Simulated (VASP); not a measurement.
Write the native input for VASP 6.6.1 that does the following.

| Property | Result |
| --- | --- |
| Task | single point |
| Functional | PBEsol |
| Potentials or basis | VASP PAW PBE potentials, release 64 (Ba_sv, S) |
| Cutoff | 520 eV |
| k mesh | 8 × 8 × 8 |
| Occupations | gaussian, width 0.05 eV |
| Spin | no spin polarisation |
| Dipole correction | no |
| Further INCAR settings | ALGO = Normal; EDIFF = 1e-06; NBANDS = 15 |

The structure of BaS lies in POSCAR:

```
BaS
1.0
    0.0000000000      3.1663007200      3.3087842524
    3.1663007200      0.0000000000      3.3087842524
    3.1663007200      3.1663007200      0.0000000000
Ba S
1 1
Direct
    0.0000000000      0.0000000000      0.0000000000
    0.5000000000      0.5000000000      0.5000000000
```

This cell differs from its parent crystal: strain +0.0450 x Voigt [0, 0, 1, 0, 0, 0].

These files were run (other wordings do the same):

INCAR

```
PREC = Accurate
ENCUT = 520
EDIFF = 1E-6
ISMEAR = 0
SIGMA = 0.05
LREAL = False
LASPH = True
NELM = 100
ALGO = Normal
ISIF = 2
LWAVE = False
LCHARG = False
GGA = PS
NBANDS = 15
```

KPOINTS

```
regular mesh
0
Gamma
  8 8 8
```

Potentials or basis: VASP PAW PBE potentials, release 64 (Ba_sv, S).

Launch:

```sh
$ cat potpaw_PBE.64/Ba_sv/POTCAR potpaw_PBE.64/S/POTCAR > POTCAR
$ mpirun -np 1 vasp_std > vasp.out
```

It gave:

```yaml
Pressure: -1.1 GPa
Band_gap_on_the_k_mesh: 1.96 eV, indirect (least direct gap 2.11 eV)
```

Caveat: the cell differs from its parent crystal (strain +0.0450 x Voigt [0, 0, 1, 0, 0, 0]); the PAW data sets were made with another functional, which shifts forces and pressure a little; spin-orbit coupling is left out, which moves the levels of the heavy elements.

It took 38 s on 1 thread of AMD EPYC 9R45 96-Core Processor (Zen 5) (shared host), peak memory 0.2 GiB.
